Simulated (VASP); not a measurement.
Runs of VASP 6.6.1 on CdSe. The structure is that of space group R3m (No. 160), or close to it. The cells are those of the table. 

| level | cell | k mesh | gap on the mesh (eV) | pressure (GPa) | largest force (eV/Å) |
| --- | --- | --- | --- | --- | --- |
| PBE | a = 4.298 Å, angles 63.3°, 2 atoms | 4 × 4 × 4 | 0.38 | (b) | 0.01 |
| r2SCAN | a = 4.307 Å, angles 62.5°, 2 atoms | 8 × 8 × 8 | 0.82 | -1.5 | 0.01 |
| PBE | a = 4.307 Å, angles 62.5°, 2 atoms | 4 × 4 × 4 | 0.38 | 0.2 | 0.01 |
| r2SCAN | a = 4.375 Å, angles 57.5°, 2 atoms | 8 × 8 × 8 | (a) | 2.0 | - |

Alike in all rows: task single point; potentials or basis VASP PAW PBE potentials, release 64 (Cd, Se); no spin polarisation; cutoff (eV) 520; smearing gaussian 0.01 eV.

Problem. Estimate the missing entries.

Solution. (a) 0.96; (b) -0.2.

Caveats: some runs use coarse meshes; the PAW data sets were made with another functional, which shifts forces and pressure a little (some runs).

A k mesh can miss the band edges, and the runs leave out spin-orbit coupling on Cd, Se.
